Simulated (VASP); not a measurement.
# GaN (Fm-3m) in VASP: G0W0 quasiparticle levels with PBE

Aim: the G0W0 quasiparticle levels of GaN with PBE.

Program: VASP 6.6.1. These are calculated values, not measurements. Logs are shortened: lines on timing, memory, paths and dates and some standing lists are left out, and cuts for length are marked.

## Step 1: The cell of the first run

The structure is cubic, space group Fm-3m (No. 225). The conventional cell has a = 4.217 Å, b = 4.217 Å, c = 4.217 Å, α = 90.00°, β = 90.00°, γ = 90.00°. Within 2.8 Å of Ga (site symmetry m-3m) lie 6 N at 2.11 Å. N (site symmetry m-3m) has 6 Ga at 2.11 Å within 2.8 Å.

## Step 2: G0W0 quasiparticle levels, PBE

File POSCAR:

```
GaN
1.0
    0.0000000000      2.1085152343      2.1085152343
    2.1085152343      0.0000000000      2.1085152343
    2.1085152343      2.1085152343      0.0000000000
Ga N
1 1
Direct
    0.0000000000      0.0000000000      0.0000000000
    0.5000000000      0.5000000000      0.5000000000
```

File INCAR.step1:

```
PREC     = Accurate       # precision mode
ENCUT    = 500            # plane-wave cutoff, eV
EDIFF    = 1E-8           # SCF threshold, eV
ISMEAR   = 0              # smearing method
SIGMA    = 0.01           # smearing width, eV
LREAL    = False          # projectors in reciprocal space
LASPH    = True           # aspherical terms in the spheres
NELM     = 60             # most SCF steps
ALGO     = Normal         # electronic algorithm
LWAVE    = True           # write WAVECAR
LCHARG   = False          # write CHGCAR
GGA      = PE             # functional
```

File INCAR.step2:

```
PREC     = Accurate       # precision mode
ENCUT    = 500            # plane-wave cutoff, eV
EDIFF    = 1E-8           # SCF threshold, eV
ISMEAR   = 0              # smearing method
SIGMA    = 0.01           # smearing width, eV
LREAL    = False          # projectors in reciprocal space
LASPH    = True           # aspherical terms in the spheres
NELM     = 1              # most SCF steps
ALGO     = Exact          # electronic algorithm
LWAVE    = True           # write WAVECAR
LCHARG   = False          # write CHGCAR
GGA      = PE             # functional
NBANDS   = 39             # bands
LOPTICS  = True           # frequency-dependent dielectric function
ISTART   = 1
```

File INCAR.step3:

```
PREC     = Accurate       # precision mode
ENCUT    = 500            # plane-wave cutoff, eV
EDIFF    = 1E-8           # SCF threshold, eV
ISMEAR   = 0              # smearing method
SIGMA    = 0.01           # smearing width, eV
LREAL    = False          # projectors in reciprocal space
LASPH    = True           # aspherical terms in the spheres
ALGO     = EVGW0          # electronic algorithm
LWAVE    = False          # write WAVECAR
LCHARG   = False          # write CHGCAR
GGA      = PE             # functional
NELMGW   = 1            
NBANDS   = 39             # bands
ENCUTGW  = 80.0           # cutoff of the response function
NOMEGA   = 96             # frequency points
PRECFOCK = Fast         
ISTART   = 1            
NBANDSGW = 17           
OMEGAMAX = 20
```

File KPOINTS:

```
Automatic mesh
0
Gamma
  10 10 10
```

Potentials or basis: VASP PAW PBE potentials, release 64 (Ga_d_GW, N_GW).

Command:

```sh
$ cat potpaw_PBE.64/Ga_d_GW/POTCAR potpaw_PBE.64/N_GW/POTCAR > POTCAR
$ cp INCAR.step1 INCAR
$ mpirun -np 1 vasp_std > vasp.out
$ cp INCAR.step2 INCAR
$ mpirun -np 1 vasp_std > vasp.out
$ cp INCAR.step3 INCAR
$ mpirun -np 1 vasp_std > vasp.out
```

OUTCAR:

```text
PREC = Accurate
   ENCUT = 500
   EDIFF = 1E-8
   ISMEAR = 0
   LREAL = False
   LASPH = True
   GGA = PE
   NELMGW = 1
   ENCUTGW = 80.0
   PRECFOCK = Fast
   ISTART = 1

 ion  position               nearest neighbor table
   1  0.000  0.000  0.000-   2 2.11   2 2.11   2 2.11   2 2.11   2 2.11   2 2.11
   2  0.500  0.500  0.500-   1 2.11   1 2.11   1 2.11   1 2.11   1 2.11   1 2.11

  LATTYP: Found a face centered cubic cell.
 ALAT       =     4.2170304686

  Lattice vectors:

 A1 = (   0.0000000000,   2.1085152343,   2.1085152343)
 A2 = (   2.1085152343,   0.0000000000,   2.1085152343)
 A3 = (   2.1085152343,   2.1085152343,   0.0000000000)

Analysis of symmetry for initial positions (statically):
=====================================================================
 Subroutine PRICEL returns:
 Original cell was already a primitive cell.

 Routine SETGRP: Setting up the symmetry group for a
 face centered cubic supercell.

 Subroutine GETGRP returns: Found 48 space group operations
 (whereof 48 operations were pure point group operations)
 out of a pool of 48 trial point group operations.

The static configuration has the point symmetry O_h .

Analysis of symmetry for dynamics (positions and initial velocities):
=====================================================================
 Subroutine PRICEL returns:
 Original cell was already a primitive cell.

 Routine SETGRP: Setting up the symmetry group for a
 face centered cubic supercell.

 Subroutine GETGRP returns: Found 48 space group operations
 (whereof 48 operations were pure point group operations)
 out of a pool of 48 trial point group operations.

The dynamic configuration has the point symmetry O_h .

 Subroutine INISYM returns: Found 48 space group operations
 (whereof 48 operations are pure point group operations),
 and found     1 'primitive' translations

----------------------------------------------------------------------------------------

                                     Primitive cell

  volume of cell :      18.7482

  direct lattice vectors                    reciprocal lattice vectors
     0.000000000  2.108515234  2.108515234    -0.237133691  0.237133691  0.237133691
     2.108515234  0.000000000  2.108515234     0.237133691 -0.237133691  0.237133691
     2.108515234  2.108515234  0.000000000     0.237133691  0.237133691 -0.237133691

  length of vectors
     2.981890841  2.981890841  2.981890841     0.410727601  0.410727601  0.410727601

  position of ions in fractional coordinates (direct lattice)
     0.000000000  0.000000000  0.000000000
     0.500000000  0.500000000  0.500000000

  ion indices of the primitive-cell ions
   primitive index   ion index
                 1           1
                 2           2

----------------------------------------------------------------------------------------

 KPOINTS: Automatic mesh

Automatic generation of k-mesh.
 Grid dimensions read from file:
 generate k-points for:   10   10   10

 Generating k-lattice:

  Cartesian coordinates                     Fractional coordinates (reciprocal lattice)
    -0.023713369  0.023713369  0.023713369     0.100000000  0.000000000  0.000000000
     0.023713369 -0.023713369  0.023713369     0.000000000  0.100000000  0.000000000
     0.023713369  0.023713369 -0.023713369     0.000000000  0.000000000  0.100000000

  Length of vectors
     0.041072760  0.041072760  0.041072760

  Shift w.r.t. Gamma in fractional coordinates (k-lattice)
     0.000000000  0.000000000  0.000000000

 Subroutine IBZKPT returns following result:
 ===========================================

 Found     47 irreducible k-points:

 Following reciprocal coordinates:
            Coordinates               Weight
  0.000000  0.000000  0.000000      1.000000
  0.100000  0.000000  0.000000      8.000000
  0.200000  0.000000  0.000000      8.000000
  0.300000  0.000000  0.000000      8.000000
  0.400000  0.000000  0.000000      8.000000
  0.500000  0.000000  0.000000      4.000000
[... 16 lines left out ...]
  0.300000  0.300000  0.000000      6.000000
  0.400000  0.300000  0.000000     24.000000
 [... further k-points ...]
   k-points           NKPTS =     47   k-points in BZ     NKDIM =   1000   number of bands    NBANDS=     39
   number of dos      NEDOS =    301   number of ions     NIONS =      2
   total plane-waves  NPLWV =  13824
   dimension x,y,z NGX =    24 NGY =   24 NGZ =   24
   dimension x,y,z NGXF=    48 NGYF=   48 NGZF=   48
   ions per type =               1   1
   NGX,Y,Z   is equivalent  to a cutoff of  13.38, 13.38, 13.38 a.u.
   NGXF,Y,Z  is equivalent  to a cutoff of  26.76, 26.76, 26.76 a.u.
 SYSTEM =  unknown system
   PREC   = accura    normal or accurate (medium, high low for compatibility)
   ISTART =      1    job   : 0-new  1-cont  2-samecut
   ICHARG =      0    charge: 1-file 2-atom 10-const
   ISPIN  =      1    spin polarized calculation?
   LNONCOLLINEAR =      F non collinear calculations
   LSORBIT =      F    spin-orbit coupling
   LASPH  =      T    aspherical Exc in radial PAW
   ENCUT  =  500.0 eV  36.75 Ry    6.06 a.u.   5.44  5.44  5.44*2*pi/ulx,y,z
   NELM   =     60;   NELMIN=  2; NELMDL=  0     # of ELM steps
   EDIFF  = 0.1E-07   stopping-criterion for ELM
   LREAL  =      F    real-space projection
   EDIFFG = 0.1E-06   stopping-criterion for IOM
   NSW    =      0    number of steps for IOM
   IBRION =     -1    ionic relax: 0-MD 1-quasi-New 2-CG
   NFREE  =      0    steps in history (QN), initial steepest desc. (CG)
   ISIF   =      0    stress and relaxation
   ISYM   =      3    0-nonsym 1-usesym 2-fastsym
   POTIM  = 0.5000    time-step for ionic-motion
   TEBEG  =    0.0;   TEEND  =   0.0 temperature during run
   PSTRESS=    0.0 pullay stress
   NELECT =      18.0000    total number of electrons
   NUPDOWN=      -1.0000    fix difference up-down
   EMIN   =  10.00;   EMAX   =-10.00  energy-range for DOS
   EFERMI =   0.00;   METHOD = LEGACY
   ISMEAR =     0;   SIGMA  =   0.01  broadening in eV -4-tet -1-fermi 0-gaus
   EFERMI_NEDOS =   21; number of points for ismear=-14 and -15
   IALGO  =     38    algorithm
   IMIX   =      4    mixing-type and parameters
     AMIX     =   0.40;   BMIX     =  1.00
     AMIX_MAG =   1.60;   BMIX_MAG =  1.00
  volume/ion in A,a.u.               =       9.37        63.26
  Fermi-wavevector in a.u.,A,eV,Ry     =   1.615024  3.051952 35.488101  2.608302
  Thomas-Fermi vector in A             =   2.709838
   LORBIT       =      0    0 simple, 1 ext, 2 COOP (PROOUT), +10 PAW based schemes
   GGA     = PE    functional components
   LHFCALC =     T    Hartree Fock is set to
   PRECFOCK=fast      Normal, Fast or Accurate (Low or Medium for compatibility)
   ENCUT4O =  -1.0   cutoff for four orbital integrals eV
   NKREDX  =     1    reduce k-point grid by
   NKREDY  =     1    reduce k-point grid by
   NKREDZ  =     1    reduce k-point grid by
   AEXX    =    1.0000 exact exchange contribution
   HFSCREEN=    0.0000 screening length (either q_TF or 0.3 A-1)
   HFSCREENC=   0.0000 screening length for correlation (either q_TF or 0.3 A-1)
   ENCUTFOCK=  -1.0 apply spherical cutoff to Coloumb kernel
   IVDW    =     0    specifies the selected vdW correction
   LEPSILON=     F    determine dielectric tensor
   LRPA    =     F    only Hartree local field effects (RPA)
   LRPAFORCE           =     F    calculate RPA forces
   ENCUTGW             =  80.0    cutoff for response function in eV
   ENCUTGWSOFT         =  64.0    soft cutoff for Coulomb kernel in GW response function in eV
   ENCUTLF             =  -1.0    cutoff for local field effects
   NELMGW              =     1    number of iterations in solving QP/BSE equation
   NELMHF              =     1    number of iterations in the inner HF iteration
   NKREDLFX            =     1    NKREDLFY  =   1   NKREDLFZ  =   1
 non-spin polarized calculation
 Gauss-broadening in eV      SIGMA  =   0.01
  energy-cutoff  :      500.00
  volume of cell :       18.75
 maximum number of plane-waves:       531
 NGX is ok and might be reduce to    24
  NGX = 14; NGY = 14; NGZ = 14
   NGX = 11   NGY = 11   NGZ = 11
 maximum number of plane-waves:        34
 NGX is ok and might be reduce to    10

 QP shifts <psi_nk| G(iteration)W_0 |psi_nk>: iteration 1
 for sc-GW calculations column KS-energies equals QP-energies in previous step
 and V_xc(KS)=  KS-energies - (<T + V_ion + V_H > + <T+V_H+V_ion>^1  + <V_x>^1)

 k-point   1 :       0.0000    0.0000    0.0000
  band No.  KS-energies  QP-energies   sigma(KS)   V_xc(KS)     V^pw_x(r,r')   Z            occupation Imag(sigma)

      1      -9.6062     -10.2498     -15.4915     -14.5471     -24.4224       0.6815       2.0000       1.2646
      2      -6.2946      -9.8338     -26.4572     -21.6473     -34.9871       0.7358       2.0000       0.1151
      3      -6.2946      -9.8338     -26.4572     -21.6473     -34.9871       0.7358       2.0000       0.1151
      4      -6.2946      -9.8338     -26.4572     -21.6473     -34.9871       0.7358       2.0000       0.1151
      5      -6.1983      -9.8342     -26.7814     -21.8490     -35.4599       0.7372       2.0000       0.1648
      6      -6.1983      -9.8342     -26.7814     -21.8490     -35.4599       0.7372       2.0000       0.1648
[... 9 lines left out ...]
     16      23.6778      24.7063     -11.4013     -12.7492      -4.5226       0.7631       0.0000      -0.5086
     17      23.8713      24.2039      -8.8619      -9.2856      -2.5817       0.7851       0.0000      -0.2702

 k-point   2 :       0.1000    0.0000    0.0000
  band No.  KS-energies  QP-energies   sigma(KS)   V_xc(KS)     V^pw_x(r,r')   Z            occupation Imag(sigma)

      1      -9.4105     -10.0423     -15.5351     -14.6028     -24.4296       0.6776       2.0000       1.2402
      2      -6.3017      -9.8358     -26.4287     -21.6258     -34.9570       0.7358       2.0000       0.1167
      3      -6.2843      -9.8284     -26.4759     -21.6608     -35.0135       0.7361       2.0000       0.1179
      4      -6.2843      -9.8284     -26.4759     -21.6608     -35.0135       0.7361       2.0000       0.1179
      5      -6.2103      -9.8347     -26.7451     -21.8270     -35.4204       0.7369       2.0000       0.1643
      6      -6.2103      -9.8347     -26.7451     -21.8270     -35.4204       0.7369       2.0000       0.1643
[... 9 lines left out ...]
     16      23.7031      24.5007     -11.4309     -12.4411      -5.4423       0.7895       0.0000      -0.3555
     17      26.8109      27.3776     -10.2000     -10.9189      -3.8213       0.7883       0.0000      -0.4858

 k-point   3 :       0.2000    0.0000    0.0000
  band No.  KS-energies  QP-energies   sigma(KS)   V_xc(KS)     V^pw_x(r,r')   Z            occupation Imag(sigma)
[... 421 lines left out ...]
      1      -8.1248      -9.4853     -19.0324     -17.0542     -27.9032       0.6877       2.0000       0.8112
      2      -6.4143      -9.9112     -26.2240     -21.4601     -34.7375       0.7340       2.0000       0.1195
      3      -6.1234      -9.7202     -26.7426     -21.8634     -35.3348       0.7372       2.0000       0.1330
      4      -6.1234      -9.7202     -26.7426     -21.8634     -35.3348       0.7372       2.0000       0.1330
      5      -6.1234      -9.7202     -26.7426     -21.8634     -35.3348       0.7372       2.0000       0.1330
      6      -5.7036      -8.3418     -23.2468     -19.6500     -31.5611       0.7335       2.0000       0.4028
[... 9 lines left out ...]
     16      33.2535      34.3315     -11.2350     -12.5787      -4.3133       0.8023       0.0000      -1.0996
     17      33.2535      34.3315     -11.2350     -12.5787      -4.3133       0.8023       0.0000      -1.0996

 k-point  24 :       0.4000    0.3000    0.0000
  band No.  KS-energies  QP-energies   sigma(KS)   V_xc(KS)     V^pw_x(r,r')   Z            occupation Imag(sigma)

      1      -7.9599      -9.7266     -20.6601     -18.1080     -29.5988       0.6922       2.0000       0.6602
      2      -6.4282      -9.9154     -26.1770     -21.4244     -34.6870       0.7337       2.0000       0.1217
      3      -6.1581      -9.7711     -26.7571     -21.8543     -35.4139       0.7369       2.0000       0.1581
      4      -6.1095      -9.6644     -26.6135     -21.7912     -35.1528       0.7372       2.0000       0.1234
      5      -6.0566      -9.6698     -26.8335     -21.9419     -35.4180       0.7386       2.0000       0.1264
      6      -5.0388      -7.2553     -22.0884     -19.0779     -30.2215       0.7363       2.0000       0.4717
[... 9 lines left out ...]
     16      33.7869      34.8463     -10.8195     -12.1277      -3.8562       0.8098       0.0000      -1.1552
     17      35.9473      37.3470     -12.4570     -14.1289      -5.1133       0.8372       0.0000      -1.6878

 [... further k-points ...]
```

It took 43 min on 1 thread of Intel Xeon Platinum 8259CL at 2.50GHz (Skylake/Cascade Lake), shared host; peak memory 1.1 GiB.

Results:

- Quasiparticle gap: 1.55 eV
- Least direct quasiparticle gap: 3.73 eV
- Band gap of the starting levels on the mesh: 0.67 eV
- Least direct gap of the starting levels on the mesh: 2.84 eV

Caveat: bands, screening cutoff and mesh are small and nothing is extrapolated, so the quasiparticle values aren't converged; the structure was generated, so it needn't be the stable form of GaN.
